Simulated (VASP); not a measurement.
# YMg2O2 (P4/mmm) in VASP: further runs, part 2 of 2

VASP 6.6.1. Earlier steps stand in the parts before.

## 3. Relaxation of cell and atoms, PBE

This run uses another cell than the first one, of 13.77 Å³/atom, 1.003 times its volume.

Input file INCAR:

```
  PREC = Accurate
  ENCUT = 600
  EDIFF = 1E-7
  ISMEAR = 0
  SIGMA = 0.1
  LREAL = F
  LASPH = T
  NELM = 100
  ALGO = Normal
  ISIF = 3
  LWAVE = F
  LCHARG = F
  GGA = PE
  IBRION = 2
  NSW = 90
  EDIFFG = -0.04
```

Input file KPOINTS:

```
Automatic mesh
0
Gamma
  6 6 4
```

Input file POSCAR:

```
YMg2O2
1.0
    3.5273185116      0.0000000000      0.0000000000
    0.0000000000      3.5273185116      0.0000000000
    0.0000000000      0.0000000000      5.5323129156
Y Mg O
1 2 2
Direct
    0.0000000000      0.0000000000      0.0000000000
    0.0000000000      0.5000000000      0.5000000000
    0.5000000000      0.0000000000      0.5000000000
    0.5000000000      0.5000000000      0.2530977404
    0.5000000000      0.5000000000      0.7469022596
```

Potentials or basis: VASP PAW PBE potentials, release 64 (Y_sv, Mg, O).

Run with:

```
> cat potpaw_PBE.64/Y_sv/POTCAR potpaw_PBE.64/Mg/POTCAR potpaw_PBE.64/O/POTCAR > POTCAR
> mpirun -np 1 vasp_std > vasp.out
```

OUTCAR:

```text
PREC = Accurate
   ENCUT = 600
   EDIFF = 1E-7
   ISMEAR = 0
   LREAL = F
   LASPH = T
   NELM = 100
   ISIF = 3
   GGA = PE
   IBRION = 2
   NSW = 90
   EDIFFG = -0.04

 ion  position               nearest neighbor table
   1  0.000  0.000  0.000-   4 2.86   5 2.86   4 2.86   5 2.86   4 2.86   5 2.86   4 2.86   5 2.86
                             3 3.28   2 3.28   3 3.28   2 3.28   3 3.28   3 3.28   2 3.28   2 3.28
   2  0.000  0.500  0.500-   4 2.23   5 2.23   4 2.23   5 2.23   3 2.49   3 2.49   3 2.49   3 2.49
                             1 3.28   1 3.28   1 3.28   1 3.28
   3  0.500  0.000  0.500-   4 2.23   5 2.23   4 2.23   5 2.23   2 2.49   2 2.49   2 2.49   2 2.49
                             1 3.28   1 3.28   1 3.28   1 3.28
   4  0.500  0.500  0.253-   2 2.23   3 2.23   3 2.23   2 2.23   1 2.86   1 2.86   1 2.86   1 2.86

   5  0.500  0.500  0.747-   2 2.23   3 2.23   3 2.23   2 2.23   1 2.86   1 2.86   1 2.86   1 2.86

  LATTYP: Found a simple tetragonal cell.
 ALAT       =     3.5273185116
 C/A-ratio  =     1.5684188704

  Lattice vectors:

 A1 = (   3.5273185116,   0.0000000000,   0.0000000000)
 A2 = (   0.0000000000,   3.5273185116,   0.0000000000)
 A3 = (   0.0000000000,   0.0000000000,   5.5323129156)

Analysis of symmetry for initial positions (statically):
[... 188 lines left out ...]
  Total       -0.2433399     -0.2433399     -0.4224080      0.0000000     -0.0000000     -0.0000000
  in kB       -5.6640599     -5.6640599     -9.8321074      0.0000000     -0.0000000     -0.0000000
  external PRESSURE =      -7.0534091 kB  Pullay stress =       0.0000000 kB
[... 104 lines left out ...]
--------------------------------------- Ionic step        4  -------------------------------------------

 number of electron      27.0000004 magnetization

 Free energy of the ion-electron system (eV)
  ---------------------------------------------------
  ext. energy  EPLUGINS =         0.00000000
  ---------------------------------------------------
  free energy    TOTEN  =       -26.21815004 eV

  energy without entropy =      -26.21002209  energy(sigma->0) =      -26.21408607

 E-fermi :   6.0780     XC(G=0): -10.5327

 val. band max:        6.0397733270   @ k =   0.0000   0.0000   0.2500
 cond. band min:       6.1065377270   @ k =   0.3333   0.1667   0.5000
 fundamental gap:      0.0667644000
 Fermi energy:         6.0779724472

 k-point     1 :       0.0000    0.0000    0.0000
  band No.  band energies     occupation
      1     -37.8764      2.00000
      2     -18.0000      2.00000
      3     -17.6702      2.00000
      4     -17.6702      2.00000
      5     -13.9929      2.00000
      6     -13.0850      2.00000
[... 457 lines left out ...]
      4     -17.6351      2.00000
      5     -13.6089      2.00000
      6     -13.1950      2.00000
[... 9 lines left out ...]
     16       7.5126      0.00000
     17       7.8147      0.00000

 [... further k-points ...]

------------------------ aborting loop because EDIFF is reached ----------------------------------------

  FORCE on cell =-STRESS in cart. coord.  units (eV):
  Direction    XX          YY          ZZ          XY          YZ          ZX
  --------------------------------------------------------------------------------------
  -------------------------------------------------------------------------------------
  Total        0.0033342      0.0033342      0.0067093      0.0000000      0.0000000      0.0000000
  in kB        0.0783115      0.0783115      0.1575834      0.0000000      0.0000000      0.0000000
  external PRESSURE =       0.1047355 kB  Pullay stress =       0.0000000 kB
[... 20 lines left out ...]
  FREE ENERGIE OF THE ION-ELECTRON SYSTEM (eV)
  ---------------------------------------------------
  free  energy   TOTEN  =       -26.2181500419 eV

  energy  without entropy=      -26.2100220888  energy(sigma->0) =      -26.21408607

 reached required accuracy - stopping structural energy minimisation
```

CONTCAR:

```text
YMg2O2
   1.00000000000000
     3.5189549577776371    0.0000000000000000   -0.0000000000000000
     0.0000000000000000    3.5189549577776371   -0.0000000000000000
     0.0000000000000000   -0.0000000000000000    5.5087449825771877
  Y               Mg              O
     1     2     2
Direct
     1.0000000000000000    0.0000000000000000    0.0000000000000000
     1.0000000000000000    0.5000000000000000    0.5000000000000000
     0.5000000000000000    0.0000000000000000    0.5000000000000000
     0.5000000000000000    0.5000000000000000    0.2525409309963751
     0.5000000000000000    0.5000000000000000    0.7474590690036249

  0.00000000E+00  0.00000000E+00  0.00000000E+00
  0.00000000E+00  0.00000000E+00  0.00000000E+00
  0.00000000E+00  0.00000000E+00  0.00000000E+00
  0.00000000E+00  0.00000000E+00  0.00000000E+00
  0.00000000E+00  0.00000000E+00  0.00000000E+00
```

Wall time 48 s (1 thread of Intel Xeon 6975P-C (Granite Rapids), shared host); peak memory 0.23 GiB.

What came out:

* Free energy: -26.2182 eV
* Relaxed volume: 13.64 Å³/atom
* Relaxed cell: a = 3.519 Å, b = 3.519 Å, c = 5.509 Å, α = 90.00°, β = 90.00°, γ = 90.00°
* Space group after relaxing (to 0.05 Å): P4/mmm (No. 123)
* Energy gained by relaxing: 0.3 meV/atom
* Ionic steps: 4
* Pressure after relaxing: 0.0 GPa
* Largest force after relaxing: 0.021 eV/Å

Forces on the atoms (eV/Å):
```
Y    0.000  0.000  0.000
Mg   0.000  0.000  0.000
Mg   0.000  0.000  0.000
O    0.000  0.000 -0.021
O    0.000  0.000  0.021
```

Step by step:
| step | energy change (eV) | largest force (eV/Å) | pressure (GPa) | volume (Å³) |
| --- | --- | --- | --- | --- |
| 1 | 0.0000 | 0.0184 | -0.71 | 68.83 |
| 2 | -0.0015 | 0.0443 | 0.03 | 68.23 |
| 3 | -0.0015 | 0.0441 | 0.03 | 68.24 |
| 4 | -0.0016 | 0.0210 | 0.01 | 68.22 |

Final structure:
```
Y Mg O
1.0
     3.51895    0.00000    0.00000
     0.00000    3.51895    0.00000
     0.00000    0.00000    5.50874
Y Mg O
1 2 2
Direct
  0.00000 0.00000 0.00000
  0.00000 0.50000 0.50000
  0.50000 0.00000 0.50000
  0.50000 0.50000 0.25254
  0.50000 0.50000 0.74746
```

Levels at points of the mesh, in eV from the Fermi level:
| k point | band 9 | band 10 | band 11 | band 12 | band 13 | band 14 | band 15 | band 16 | band 17 |
| --- | --- | --- | --- | --- | --- | --- | --- | --- | --- |
| (0.00, 0.00, 0.00) | -5.31 | -4.95 | -4.95 | -4.32 | -3.43 | -1.26 | 0.58 | 1.34 | 2.99 |
| (0.50, 0.00, 0.00) | -5.81 | -5.42 | -4.62 | -3.50 | -2.31 | 0.26 | 0.72 | 1.06 | 2.12 |
| (0.50, 0.50, 0.00) | -6.67 | -6.12 | -6.12 | -3.38 | -3.25 | 1.81 | 2.32 | 2.32 | 3.28 |
| (0.00, 0.00, 0.50) | -5.36 | -5.36 | -4.91 | -4.91 | -2.85 | -1.30 | -1.19 | 1.17 | 2.91 |
| (0.50, 0.00, 0.50) | -5.81 | -5.10 | -5.00 | -4.83 | -1.06 | -0.63 | -0.23 | 1.43 | 1.74 |
| (0.50, 0.50, 0.50) | -5.82 | -5.82 | -5.45 | -5.21 | -2.17 | -0.22 | 2.20 | 2.20 | 2.45 |

Caveat: an odd number of electrons without spin polarisation forces a metal; a magnetic or distorted state may lie lower.

## 4. Relaxation of cell and atoms, PBE

This run uses another cell than the first one, of 13.69 Å³/atom, 0.997 times its volume.

Input file INCAR:

```
ALGO     = Normal         # electronic algorithm
EDIFF    = 1E-6           # SCF threshold, eV
EDIFFG   = -0.01          # ionic threshold
ENCUT    = 600            # plane-wave cutoff, eV
GGA      = PE             # functional
IBRION   = 2              # ionic algorithm
ISIF     = 3              # what is computed and relaxed
ISMEAR   = 0              # smearing method
LASPH    = True           # aspherical terms in the spheres
LCHARG   = False          # write CHGCAR
LREAL    = False          # projectors in reciprocal space
LWAVE    = False          # write WAVECAR
NELM     = 60             # most SCF steps
NSW      = 100            # ionic steps
PREC     = Accurate       # precision mode
SIGMA    = 0.1            # smearing width, eV
```

Input file KPOINTS:

```
k-points
0
Gamma
  10 10 8
```

Input file POSCAR:

```
YMg2O2
1.0
    3.5227219773      0.0000000000      0.0000000000
    0.0000000000      3.5227219773      0.0000000000
    0.0000000000      0.0000000000      5.5165335051
Y Mg O
1 2 2
Direct
    0.0000000000      0.0000000000      0.0000000000
    0.0000000000      0.5000000000      0.5000000000
    0.5000000000      0.0000000000      0.5000000000
    0.5000000000      0.5000000000      0.2519518093
    0.5000000000      0.5000000000      0.7480481907
```

Potentials or basis: VASP PAW PBE potentials, release 64 (Y_sv, Mg, O).

Run with:

```
> cat potpaw_PBE.64/Y_sv/POTCAR potpaw_PBE.64/Mg/POTCAR potpaw_PBE.64/O/POTCAR > POTCAR
> mpirun -np 1 vasp_std > vasp.out
```

OUTCAR:

```text
EDIFF = 1E-6
   EDIFFG = -0.01
   ENCUT = 600
   GGA = PE
   IBRION = 2
   ISIF = 3
   ISMEAR = 0
   LASPH = True
   LREAL = False
   NELM = 60
   NSW = 100
   PREC = Accurate

 ion  position               nearest neighbor table
   1  0.000  0.000  0.000-   4 2.85   5 2.85   4 2.85   5 2.85   4 2.85   5 2.85   4 2.85   5 2.85
                             3 3.27   2 3.27   3 3.27   2 3.27   3 3.27   3 3.27   2 3.27   2 3.27
   2  0.000  0.500  0.500-   4 2.23   5 2.23   4 2.23   5 2.23   3 2.49   3 2.49   3 2.49   3 2.49
                             1 3.27   1 3.27   1 3.27   1 3.27
   3  0.500  0.000  0.500-   4 2.23   5 2.23   4 2.23   5 2.23   2 2.49   2 2.49   2 2.49   2 2.49
                             1 3.27   1 3.27   1 3.27   1 3.27
[... 740 lines left out ...]
  in kB        0.1657689      0.1657689     -0.1650413      0.0000000      0.0000000     -0.0000000
  external PRESSURE =       0.0554989 kB  Pullay stress =       0.0000000 kB

 VOLUME and BASIS-vectors are now :
 -----------------------------------------------------------------------------
  energy-cutoff  :      600.00
  volume of cell :       68.45
      direct lattice vectors                 reciprocal lattice vectors
     3.526150115  0.000000000 -0.000000000     0.283595413  0.000000000  0.000000000
     0.000000000  3.526150115  0.000000000     0.000000000  0.283595413  0.000000000
    -0.000000000 -0.000000000  5.505178947     0.000000000  0.000000000  0.181647138

 POSITION                                       TOTAL-FORCE (eV/Angst)
 -----------------------------------------------------------------------------------
      3.52615      0.00000     -0.00000         0.000000     -0.000000      0.000000
      3.52615      1.76308      2.75259         0.000000     -0.000000      0.000000
      1.76308     -0.00000      2.75259         0.000000     -0.000000      0.000000
      1.76308      1.76308      1.38726         0.000000      0.000000     -0.003844
      1.76308      1.76308      4.11792        -0.000000     -0.000000      0.003844
 -----------------------------------------------------------------------------------
    total drift:                                0.000000      0.000000     -0.000000

  FREE ENERGIE OF THE ION-ELECTRON SYSTEM (eV)
  ---------------------------------------------------
  free  energy   TOTEN  =       -26.2106842469 eV

  energy  without entropy=      -26.2017163869  energy(sigma->0) =      -26.20620032

 reached required accuracy - stopping structural energy minimisation
```

Run time: 72 s. Hardware: 1 thread of Intel Xeon 6975P-C (Granite Rapids), shared host; peak memory 0.34 GiB.

What came out:

* Free energy: -26.2107 eV
* Relaxed volume: 13.69 Å³/atom
* Relaxed cell: a = 3.526 Å, b = 3.526 Å, c = 5.505 Å, α = 90.00°, β = 90.00°, γ = 90.00°
* Space group after relaxing (to 0.05 Å): P4/mmm (No. 123)
* Energy gained by relaxing: 0.1 meV/atom
* Ionic steps: 2
* Pressure after relaxing: 0.0 GPa
* Largest force after relaxing: 0.004 eV/Å

Forces in eV/Å, atoms in the order of the input:
```
Y    0.000  0.000  0.000
Mg   0.000  0.000  0.000
Mg   0.000  0.000  0.000
O    0.000  0.000 -0.004
O    0.000  0.000  0.004
```

Step by step:
| step | energy change (eV) | largest force (eV/Å) | pressure (GPa) | volume (Å³) |
| --- | --- | --- | --- | --- |
| 1 | 0.0000 | 0.0046 | -0.01 | 68.46 |
| 2 | -0.0003 | 0.0038 | 0.01 | 68.45 |

Final structure:
```
Y Mg O
1.0
     3.52615    0.00000    0.00000
     0.00000    3.52615    0.00000
     0.00000    0.00000    5.50518
Y Mg O
1 2 2
Direct
  0.00000 0.00000 0.00000
  0.00000 0.50000 0.50000
  0.50000 0.00000 0.50000
  0.50000 0.50000 0.25199
  0.50000 0.50000 0.74801
```

Levels at points of the mesh, in eV from the Fermi level:
```tsv
k point	band 11	band 12	band 13	band 14	band 15	band 16
(0.00, 0.00, 0.00)	-4.94	-4.32	-3.40	-1.30	0.57	1.34
(0.50, 0.00, 0.00)	-4.60	-3.47	-2.32	0.23	0.69	1.02
(0.50, 0.50, 0.00)	-6.10	-3.35	-3.24	1.77	2.28	2.28
(0.00, 0.00, 0.50)	-4.90	-4.90	-2.83	-1.31	-1.23	1.14
(0.50, 0.00, 0.50)	-4.98	-4.82	-1.05	-0.66	-0.25	1.41
(0.50, 0.50, 0.50)	-5.41	-5.21	-2.16	-0.22	2.17	2.17
```

Caveat: an odd number of electrons without spin polarisation forces a metal; a magnetic or distorted state may lie lower.

## 5. Summary

| task | cell | k mesh | cutoff (eV) | gap on the mesh (eV) | pressure (GPa) | relaxed volume (Å³/atom) | largest force (eV/Å) |
| --- | --- | --- | --- | --- | --- | --- | --- |
| single point | a = 3.529, b = 3.529, c = 5.511 Å, 5 atoms | 10 × 10 × 8 | 520 | none | -0.2 | - | 0.03 |
| relaxation of cell and atoms | relaxed from a = 3.527, b = 3.527, c = 5.532 Å, 5 atoms | 6 × 6 × 4 | 600 | none | 0.0 | 13.64 | 0.02 |
| relaxation of cell and atoms | relaxed from a = 3.523, b = 3.523, c = 5.517 Å, 5 atoms | 10 × 10 × 8 | 600 | none | 0.0 | 13.69 | - |

Alike in all rows: level PBE; potentials or basis VASP PAW PBE potentials, release 64 (Y_sv, Mg, O); no spin polarisation; smearing gaussian 0.1 eV.

Caveats: an odd number of electrons without spin polarisation forces a metal; a magnetic or distorted state may lie lower.

Total energies depend on the potentials used, so only differences within one code and one set of settings carry meaning.
